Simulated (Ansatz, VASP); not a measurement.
One calculation of Al, two programs

```xyz
4
Lattice="2.8271 0.0000 0.0000 -1.4135 2.4483 0.0000 0.0000 0.0000 9.1860" Properties=species:S:1:pos:R:3 pbc="T T T"
Al    0.0000    0.0000    0.0000
Al    0.0000    1.6322    2.2965
Al    0.0000    0.0000    4.5930
Al    1.4135    0.8161    6.8895
```

Alike in both runs: task single point; functional PBEsol; dispersion D3(BJ); k mesh 9 × 9 × 2; occupations gaussian, width 0.1 eV; no spin polarisation.

|  | VASP | Ansatz |
| --- | --- | --- |
| version | VASP 6.6.1 | Ansatz 0.2.0 |
| potentials or method | VASP PAW PBE potentials, release 64 (Al), cutoff 500 eV | scalar-relativistic, plane waves, PAW |
| valence electrons in the cell | 12 | 12 |

|  | VASP | Ansatz | Ansatz less VASP |
| --- | --- | --- | --- |
| gap on the k mesh at the Fermi level (eV) | none | none | - |
| pressure (GPa) | -1.5 | -1.5 | -0.09 |
| traceless stress, the component that is largest in VASP (GPa) | -1.81 | -1.81 | +0.003 |

VASP's potentials were made for PBE, not for PBEsol, and Ansatz warns of the same on its side. A gap of «none» marks a metal or a gap that the smearing closes.
